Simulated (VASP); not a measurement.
BaBeC5, 7 atoms in the cell. The structure is tetragonal, space group P4/mmm (No. 123). The conventional cell has a = 3.885 Å, b = 3.885 Å, c = 6.817 Å, α = 90.00°, β = 90.00°, γ = 90.00°. Ba (site symmetry 4/mmm) has 8 C at 2.40 Å within 3.2 Å. Within 3.6 Å of Be (site symmetry 4/mmm) lie 12 C at 2.75 to 2.78 Å. Within 3.2 Å of C (site symmetry 2mm) lie 2 Ba at 2.40 Å and 7 C at 2.75 to 2.83 Å and 2 Be at 2.78 Å. Within 3.6 Å of C (site symmetry 4/mmm) lie 4 Be at 2.75 Å and 8 C at 2.78 Å and 2 Ba at 3.41 Å. The cell was generated, and may not be a known phase.

- Program: VASP 6.6.1
- Task: single point
- Functional: PBE
- Potentials or basis: VASP PAW PBE potentials, release 64 (Ba_sv, Be, C_h)
- Cutoff: 1300 eV
- k mesh: 4 × 4 × 4
- Occupations: gaussian, width 0.1 eV
- Spin: no spin polarisation
- Dipole correction: no
- Further INCAR settings: ALGO = Normal; EDIFF = 1e-06; NBANDS = 25

Potentials or basis: VASP PAW PBE potentials, release 64 (Ba_sv, Be, C_h).

Run with:

```console
$ cat potpaw_PBE.64/Ba_sv/POTCAR potpaw_PBE.64/Be/POTCAR potpaw_PBE.64/C_h/POTCAR > POTCAR
$ mpirun -np 1 vasp_std > vasp.out
```

Hardware: 1 thread of Intel(R) Xeon(R) Platinum 8375C CPU @ 2.90GHz (Ice Lake), with other jobs on the host.

Task: How long does it take, and how much memory?

Result: It took 2.6 min on 1 thread of Intel(R) Xeon(R) Platinum 8375C CPU @ 2.90GHz (Ice Lake) (shared host), peak memory 0.53 GiB. Counts: scf iterations 16, k points 18.
